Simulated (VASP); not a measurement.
# Zr in VASP: single point with PBEsol

Aim: the single point of Zr with PBEsol.

Program: VASP 6.6.1. These are calculated values, not measurements. Logs are shortened: lines on timing, memory, paths and dates and some standing lists are left out, and cuts for length are marked.

## 1. The cell of the first run

The typed cell holds 6 atoms: a = 5.865 Å, b = 5.865 Å, c = 5.865 Å, α = 129.85°, β = 85.53°, γ = 115.92°.

## 2. Single point, PBEsol

INCAR reads:

```
SYSTEM = Zr
  PREC = Accurate
  ENCUT = 520
  EDIFF = 1E-6
  ISMEAR = 0
  SIGMA = 0.1
  LREAL = .FALSE.
  LASPH = .TRUE.
  NELM = 100
  ALGO = Normal
  ISIF = 2
  LWAVE = .FALSE.
  LCHARG = .FALSE.
  GGA = PS
  NBANDS = 45
```

KPOINTS reads:

```
Automatic mesh
0
G
  10 10 10
  0 0 0
```

POSCAR reads:

```
Zr
1.0
   -2.4859264687      4.3059070030      3.1116701892
    2.4859264687     -4.3059070030      3.1116701892
    2.4859264687      4.3059070030     -3.1116701892
Zr
6
Direct
    0.2500000000      0.2500000000      0.0000000000
    0.7500000000      0.7500000000      0.0000000000
    0.3333285563     -0.0000322690      0.3332962873
    0.8333285563      0.5000322690      0.3333608253
    0.6666714437      1.0000322690      0.6667037127
    0.1666714437      0.4999677310      0.6666391747
```

Potentials or basis: VASP PAW PBE potentials, release 64 (Zr_sv).

Run with:

```sh
$ cat potpaw_PBE.64/Zr_sv/POTCAR > POTCAR
$ mpirun -np 1 vasp_std > vasp.out
```

OUTCAR:

```text
SYSTEM = Zr
   PREC = Accurate
   ENCUT = 520
   EDIFF = 1E-6
   ISMEAR = 0
   LREAL = .FALSE.
   LASPH = .TRUE.
   NELM = 100
   ISIF = 2
   GGA = PS

 ion  position               nearest neighbor table
   1  0.250  0.250  0.000-   2 3.11   2 3.11   5 3.26   3 3.26   4 3.26   6 3.26   6 3.27   4 3.27
                             5 3.27   3 3.27   4 3.27   3 3.27   5 3.27   6 3.27
   2  0.750  0.750  0.000-   1 3.11   1 3.11   5 3.26   3 3.26   6 3.26   4 3.26   4 3.27   6 3.27
                             3 3.27   5 3.27   6 3.27   5 3.27   3 3.27   4 3.27
   3  0.333  1.000  0.333-   6 2.87   6 2.87   5 2.87   4 3.11   4 3.11   2 3.26   1 3.26   2 3.27
                             1 3.27   2 3.27   1 3.27
   4  0.833  0.500  0.333-   5 2.87   5 2.87   6 2.87   3 3.11   3 3.11   1 3.26   2 3.26   2 3.27
                             1 3.27   1 3.27   2 3.27
   5  0.667  0.000  0.667-   4 2.87   4 2.87   3 2.87   6 3.11   6 3.11   2 3.26   1 3.26   1 3.27
                             2 3.27   1 3.27   2 3.27
   6  0.167  0.500  0.667-   3 2.87   3 2.87   4 2.87   5 3.11   5 3.11   2 3.26   1 3.26   1 3.27
                             2 3.27   2 3.27   1 3.27

  LATTYP: Found a body centered orthorhombic cell.
 ALAT       =     4.9718529374
 B/A-ratio  =     1.2517144929
 C/A-ratio  =     1.7321135831

  Lattice vectors:

 A1 = (   2.4859264687,  -4.3059070030,  -3.1116701892)
 A2 = (  -2.4859264687,  -4.3059070030,   3.1116701892)
 A3 = (  -2.4859264687,   4.3059070030,  -3.1116701892)

Analysis of symmetry for initial positions (statically):
=====================================================================
 Subroutine PRICEL returns:
 Original cell was already a primitive cell.

 Routine SETGRP: Setting up the symmetry group for a
 body centered orthorhombic supercell.

 Subroutine GETGRP returns: Found  8 space group operations
 (whereof  4 operations were pure point group operations)
 out of a pool of  8 trial point group operations.

The static configuration has the point symmetry C_2h.
 The point group associated with its full space group is D_2h.

Analysis of symmetry for dynamics (positions and initial velocities):
=====================================================================
 Subroutine PRICEL returns:
 Original cell was already a primitive cell.

 Routine SETGRP: Setting up the symmetry group for a
 body centered orthorhombic supercell.

 Subroutine GETGRP returns: Found  8 space group operations
 (whereof  4 operations were pure point group operations)
 out of a pool of  8 trial point group operations.

The dynamic configuration has the point symmetry C_2h.
 The point group associated with its full space group is D_2h.

 Subroutine INISYM returns: Found  8 space group operations
 (whereof  4 operations are pure point group operations),
 and found     1 'primitive' translations

----------------------------------------------------------------------------------------

                                     Primitive cell

  volume of cell :     133.2314

  direct lattice vectors                    reciprocal lattice vectors
    -2.485926469  4.305907003  3.111670189     0.000000000  0.116119554  0.160685410
     2.485926469 -4.305907003  3.111670189     0.201132256  0.000000000  0.160685410
     2.485926469  4.305907003 -3.111670189     0.201132256  0.116119554  0.000000000

  length of vectors
     5.865420436  5.865420436  5.865420436     0.198251234  0.257437343  0.232245421

  position of ions in fractional coordinates (direct lattice)
     0.250000000  0.250000000  0.000000000
     0.750000000  0.750000000  0.000000000
     0.333328556  0.999967731  0.333296287
     0.833328556  0.500032269  0.333360825
     0.666671444  0.000032269  0.666703713
     0.166671444  0.499967731  0.666639175

  ion indices of the primitive-cell ions
   primitive index   ion index
                 1           1
                 2           2
                 3           3
                 4           4
                 5           5
                 6           6

----------------------------------------------------------------------------------------

 KPOINTS: Automatic mesh

Automatic generation of k-mesh.
 Grid dimensions read from file:
 generate k-points for:   10   10   10

 Generating k-lattice:

  Cartesian coordinates                     Fractional coordinates (reciprocal lattice)
     0.000000000  0.011611955  0.016068541     0.100000000  0.000000000  0.000000000
     0.020113226  0.000000000  0.016068541     0.000000000  0.100000000  0.000000000
     0.020113226  0.011611955  0.000000000     0.000000000  0.000000000  0.100000000

  Length of vectors
     0.019825123  0.025743734  0.023224542

  Shift w.r.t. Gamma in fractional coordinates (k-lattice)
     0.000000000  0.000000000  0.000000000

 Subroutine IBZKPT returns following result:
 ===========================================

 Found    171 irreducible k-points:

 Following reciprocal coordinates:
            Coordinates               Weight
  0.000000  0.000000  0.000000      1.000000
  0.100000  0.000000 -0.000000      4.000000
  0.200000  0.000000 -0.000000      4.000000
  0.300000  0.000000 -0.000000      4.000000
  0.400000  0.000000 -0.000000      4.000000
  0.500000  0.000000 -0.000000      2.000000
[... 16 lines left out ...]
 -0.400000  0.200000  0.000000      8.000000
 -0.300000  0.200000  0.000000      8.000000
 [... further k-points ...]
   k-points           NKPTS =    171   k-points in BZ     NKDIM =    171   number of bands    NBANDS=     45
   number of dos      NEDOS =    301   number of ions     NIONS =      6
   total plane-waves  NPLWV = 110592
   dimension x,y,z NGX =    48 NGY =   48 NGZ =   48
   dimension x,y,z NGXF=    96 NGYF=   96 NGZF=   96
   ions per type =               6
   NGX,Y,Z   is equivalent  to a cutoff of  13.60, 13.60, 13.60 a.u.
   NGXF,Y,Z  is equivalent  to a cutoff of  27.21, 27.21, 27.21 a.u.
 SYSTEM =  Zr
   PREC   = accura    normal or accurate (medium, high low for compatibility)
   ISTART =      0    job   : 0-new  1-cont  2-samecut
   ICHARG =      2    charge: 1-file 2-atom 10-const
   ISPIN  =      1    spin polarized calculation?
   LNONCOLLINEAR =      F non collinear calculations
   LSORBIT =      F    spin-orbit coupling
   LASPH  =      T    aspherical Exc in radial PAW
   ENCUT  =  520.0 eV  38.22 Ry    6.18 a.u.  10.91 10.91 10.91*2*pi/ulx,y,z
   NELM   =    100;   NELMIN=  2; NELMDL= -5     # of ELM steps
   EDIFF  = 0.1E-05   stopping-criterion for ELM
   LREAL  =      F    real-space projection
   EDIFFG = 0.1E-04   stopping-criterion for IOM
   NSW    =      0    number of steps for IOM
   IBRION =     -1    ionic relax: 0-MD 1-quasi-New 2-CG
   NFREE  =      0    steps in history (QN), initial steepest desc. (CG)
   ISIF   =      2    stress and relaxation
   ISYM   =      2    0-nonsym 1-usesym 2-fastsym
   POTIM  = 0.5000    time-step for ionic-motion
   TEBEG  =    0.0;   TEEND  =   0.0 temperature during run
   PSTRESS=    0.0 pullay stress
   NELECT =      72.0000    total number of electrons
   NUPDOWN=      -1.0000    fix difference up-down
   EMIN   =  10.00;   EMAX   =-10.00  energy-range for DOS
   EFERMI =   0.00;   METHOD = LEGACY
   ISMEAR =     0;   SIGMA  =   0.10  broadening in eV -4-tet -1-fermi 0-gaus
   EFERMI_NEDOS =   21; number of points for ismear=-14 and -15
   IALGO  =     38    algorithm
   IMIX   =      4    mixing-type and parameters
     AMIX     =   0.40;   BMIX     =  1.00
     AMIX_MAG =   1.60;   BMIX_MAG =  1.00
  volume/ion in A,a.u.               =      22.21       149.85
  Fermi-wavevector in a.u.,A,eV,Ry     =   1.333471  2.519894 24.193122  1.778144
  Thomas-Fermi vector in A             =   2.462327
   LORBIT       =      0    0 simple, 1 ext, 2 COOP (PROOUT), +10 PAW based schemes
   GGA     = PS    functional components
   LHFCALC =     F    Hartree Fock is set to
   AEXX    =    0.0000 exact exchange contribution
   IVDW    =     0    specifies the selected vdW correction
   LEPSILON=     F    determine dielectric tensor
   LRPA    =     F    only Hartree local field effects (RPA)
 non-spin polarized calculation
 Gauss-broadening in eV      SIGMA  =   0.10
  energy-cutoff  :      520.00
  volume of cell :      133.23
 maximum number of plane-waves:      3630
 NGX is ok and might be reduce to    48
   NGX = 21   NGY = 21   NGZ = 21

 number of electron      72.0000000 magnetization

 Free energy of the ion-electron system (eV)
  ---------------------------------------------------
  ext. energy  EPLUGINS =         0.00000000
  ---------------------------------------------------
  free energy    TOTEN  =       -54.55253775 eV

  energy without entropy =      -54.52317339  energy(sigma->0) =      -54.53785557

 E-fermi :   9.2611     XC(G=0): -11.4184

 val. band max:        9.2601495834   @ k =   0.4000   0.3000   0.1000
 cond. band min:       9.2647763546   @ k =   0.5000  -0.3000   0.3000
 fundamental gap:      0.0046267713
 Fermi energy:         9.2611286875

 k-point     1 :       0.0000    0.0000    0.0000
  band No.  band energies     occupation
      1     -39.4154      2.00000
      2     -39.3230      2.00000
      3     -39.1483      2.00000
      4     -39.0265      2.00000
      5     -38.9455      2.00000
      6     -38.9276      2.00000
[... 37 lines left out ...]
     44      10.9351      0.00000
     45      11.5582      0.00000

 k-point     2 :       0.1000    0.0000   -0.0000
  band No.  band energies     occupation
      1     -39.4126      2.00000
      2     -39.3247      2.00000
      3     -39.1466      2.00000
      4     -39.0319      2.00000
      5     -38.9433      2.00000
      6     -38.9274      2.00000
[... 37 lines left out ...]
     44      10.9215      0.00000
     45      11.3888      0.00000

 k-point     3 :       0.2000    0.0000   -0.0000
  band No.  band energies     occupation
      1     -39.4046      2.00000
      2     -39.3298      2.00000
      3     -39.1412      2.00000
      4     -39.0459      2.00000
      5     -38.9384      2.00000
      6     -38.9270      2.00000
[... 37 lines left out ...]
     44      10.9019      0.00000
     45      11.2316      0.00000

 k-point     4 :       0.3000    0.0000   -0.0000
  band No.  band energies     occupation
      1     -39.3926      2.00000
      2     -39.3381      2.00000
      3     -39.1322      2.00000
      4     -39.0645      2.00000
      5     -38.9334      2.00000
      6     -38.9266      2.00000
[... 901 lines left out ...]
     44      10.9374      0.00000
     45      11.2272      0.00000

 k-point    23 :      -0.4000    0.2000    0.0000
  band No.  band energies     occupation
      1     -39.3941      2.00000
      2     -39.3301      2.00000
      3     -39.1229      2.00000
      4     -39.0572      2.00000
      5     -38.9573      2.00000
      6     -38.9266      2.00000
[... 37 lines left out ...]
     44      11.0370      0.00000
     45      11.2663      0.00000

 k-point    24 :      -0.3000    0.2000    0.0000
  band No.  band energies     occupation
      1     -39.4023      2.00000
      2     -39.3247      2.00000
      3     -39.1323      2.00000
      4     -39.0405      2.00000
      5     -38.9535      2.00000
      6     -38.9345      2.00000
[... 37 lines left out ...]
     44      10.9921      0.00000
     45      11.3827      0.00000

 [... further k-points ...]
[... 5 lines left out ...]
  --------------------------------------------------------------------------------------
  -------------------------------------------------------------------------------------
  Total        0.0706948      0.0844073      0.0268533      0.0000000      0.0000000      0.0000000
  in kB        0.8501422      1.0150418      0.3229254      0.0000000      0.0000000      0.0000000
  external PRESSURE =       0.7293698 kB  Pullay stress =       0.0000000 kB

 VOLUME and BASIS-vectors are now :
 -----------------------------------------------------------------------------
  energy-cutoff  :      520.00
  volume of cell :      133.23
      direct lattice vectors                 reciprocal lattice vectors
    -2.485926469  4.305907003  3.111670189     0.000000000  0.116119554  0.160685410
     2.485926469 -4.305907003  3.111670189     0.201132256  0.000000000  0.160685410
     2.485926469  4.305907003 -3.111670189     0.201132256  0.116119554  0.000000000

 POSITION                                       TOTAL-FORCE (eV/Angst)
 -----------------------------------------------------------------------------------
      0.00000      0.00000      1.55584         0.000000      0.000000     -0.000000
      0.00000      0.00000      4.66751        -0.000000      0.000000     -0.000000
      2.48577     -1.43534      3.11167         0.000231     -0.000429     -0.000000
      0.00016      2.87056      3.11167        -0.000231     -0.000429      0.000000
      0.00016      5.74125      0.00000        -0.000231      0.000429     -0.000000
      2.48577      1.43534     -0.00000         0.000231      0.000429     -0.000000
 -----------------------------------------------------------------------------------
    total drift:                               -0.000000      0.000000     -0.000000

  FREE ENERGIE OF THE ION-ELECTRON SYSTEM (eV)
  ---------------------------------------------------
  free  energy   TOTEN  =       -54.5525377518 eV

  energy  without entropy=      -54.5231733914  energy(sigma->0) =      -54.53785557
```

It took 15 min on 1 thread of Intel Xeon 6975P-C (Granite Rapids), shared host; peak memory 0.8 GiB.

What came out:

```
Free energy            : -54.5525 eV
Pressure               : 0.1 GPa
Band gap on the k mesh : zero (band 36 reaches 9.65 eV, above the bottom of band 37 at 9.02 eV)
```

Caveat: the PAW data sets were made with another functional, which shifts forces and pressure a little.
